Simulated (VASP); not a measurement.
Wanted: the native input for a VASP 6.6.1 run.

```
Task                   : single point
Functional             : PBE
Potentials or basis    : VASP PAW PBE potentials, release 64 (Sb_d_GW)
Cutoff                 : 500 eV
k mesh                 : 6 × 6 × 6
Occupations            : gaussian, width 0.1 eV
Spin                   : no spin polarisation
Dipole correction      : no
Second run             : valence_matched
Further INCAR settings : ALGO = Normal; EDIFF = 1e-06; NBANDS = 22
```

The structure of Sb lies in POSCAR:

```
Sb
1.0
    2.0309691247      1.1725805708      4.8632850834
   -2.0309691247      1.1725805708      4.8632850834
    0.0000000000     -2.3451611417      4.8632850834
Sb
2
Direct
    0.0577000000      0.0577000000      0.0577000000
    0.9423000000      0.9423000000      0.9423000000
```

The input as run:

INCAR

```
SYSTEM = Sb
PREC     = Accurate       ! precision mode
ENCUT    = 500            ! plane-wave cutoff, eV
EDIFF    = 1E-6           ! SCF threshold, eV
ISMEAR   = 0              ! smearing method
SIGMA    = 0.1            ! smearing width, eV
LREAL    = .False.        ! projectors in reciprocal space
LASPH    = .True.         ! aspherical terms in the spheres
NELM     = 120            ! most SCF steps
ALGO     = Normal         ! electronic algorithm
ISIF     = 2              ! what is computed and relaxed
LWAVE    = .False.        ! write WAVECAR
LCHARG   = .False.        ! write CHGCAR
GGA      = PE             ! functional
NBANDS   = 22             ! bands
GGA_COMPAT= .False.
```

KPOINTS

```
Automatic mesh
0
Gamma
  6 6 6
  0 0 0
```

Potentials or basis: VASP PAW PBE potentials, release 64 (Sb_d_GW).

The run is started by

```bash
$ cat potpaw_PBE.64/Sb_d_GW/POTCAR > POTCAR
$ mpirun -np 1 vasp_std > vasp.out
```

It gave:

```yaml
Pressure: 98.8 GPa
Largest_force: 75.720 eV/Å
Band_gap_on_the_k_mesh: zero (band 15 reaches 4.59 eV, above the bottom of band 16 at 4.05 eV)
```

Caveat: spin-orbit coupling is left out, which moves the levels of the heavy elements; forces of over 1 eV/Å act on the atoms, so gaps and moduli don't describe the material at rest.

Run time: 2.4 min on 1 thread of AMD EPYC 7R13 Processor (Zen 3), with other jobs on the host, peak memory 0.22 GiB.
